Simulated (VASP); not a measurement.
Here is a VASP 6.6.1 calculation.

The input INCAR:

```
SYSTEM = Al
PREC = Accurate ; ENCUT = 520
EDIFF = 1E-7 ; ISMEAR = -1
SIGMA = 0.05 ; LREAL = .False.
LASPH = .True. ; NELM = 60
ALGO = Normal ; ISIF = 2
LWAVE = .False. ; LCHARG = .False.
NBANDS = 10
```

Contents of KPOINTS:

```
regular mesh
0
Gamma
  8 8 4
  0 0 0
```

The input POSCAR:

```
Al
1.0
    2.6516600000     -0.0386000000      0.0052600000
   -1.3592600000      2.4500800000     -0.0436700000
    0.0091000000     -0.0820100000      4.7255600000
Al
2
Direct
    0.6255000000      0.2880900000      0.7650500000
    0.4203400000      0.7312800000      0.2390100000
```

Potentials or basis: VASP PAW LDA potentials, release 64 (Al).

Launch:

```console
$ cat potpaw_LDA.64/Al/POTCAR > POTCAR
$ mpirun -np 1 vasp_std > vasp.out
```

Estimate the band gap on the k mesh.

zero (band 3 reaches 12.00 eV, above the bottom of band 4 at 5.45 eV).

Predict the largest force.

0.694 eV/Å.

Predict the pressure.

5.8 GPa.

Forces in eV/Å, atoms in the order of the input:
```
Al   0.098  0.232 -0.646
Al  -0.098 -0.232  0.646
```
